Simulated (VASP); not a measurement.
Wanted: the native input for a VASP 6.6.1 run.

```yaml
Task: single point
Functional: PBE
Potentials_or_basis: VASP PAW PBE potentials, release 64 (Zn, S)
Cutoff: 520 eV
k_mesh: 12 × 12 × 6
Occupations: gaussian, width 0.05 eV
Spin: no spin polarisation
Dipole_correction: no
Further_INCAR_settings: ALGO = Normal; EDIFF = 1e-06; NBANDS = 26
```

The structure of ZnS lies in POSCAR:

```
ZnS
1.0
    4.0595607853      0.0000000000      0.0000000000
   -2.0297803926      3.5156827683      0.0000000000
    0.0000000000      0.0000000000      5.6578834786
Zn S
2 2
Direct
    0.3333333333      0.6666666667      0.0052197899
    0.6666666667      0.3333333333      0.5052197899
    0.3333333333      0.6666666667      0.3797802101
    0.6666666667      0.3333333333      0.8797802101
```

This cell differs from its parent crystal: ratio of the length along z to the lengths across it x 0.85, volume and fractional coordinates fixed.

The input as run:

INCAR

```
SYSTEM = ZnS
PREC = Accurate ; ENCUT = 520
EDIFF = 1E-6 ; ISMEAR = 0
SIGMA = 0.05 ; LREAL = .FALSE.
LASPH = .TRUE. ; NELM = 60
ALGO = Normal ; ISIF = 2
LWAVE = .FALSE. ; LCHARG = .FALSE.
GGA = PE ; NBANDS = 26
```

KPOINTS

```
Automatic mesh
0
G
  12 12 6
  0 0 0
```

Potentials or basis: VASP PAW PBE potentials, release 64 (Zn, S).

The run is started by

```console
$ cat potpaw_PBE.64/Zn/POTCAR potpaw_PBE.64/S/POTCAR > POTCAR
$ mpirun -np 1 vasp_std > vasp.out
```

Results of the run:

```
Pressure               : 3.9 GPa
Largest force          : 1.835 eV/Å
Band gap on the k mesh : 1.97 eV, direct
```

Caveat: forces of over 1 eV/Å act on the atoms, so gaps and moduli don't describe the material at rest.

Run time: 68 s on 1 thread of Intel(R) Xeon(R) 6975P-C (Granite Rapids), on a shared host, peak memory 0.27 GiB.
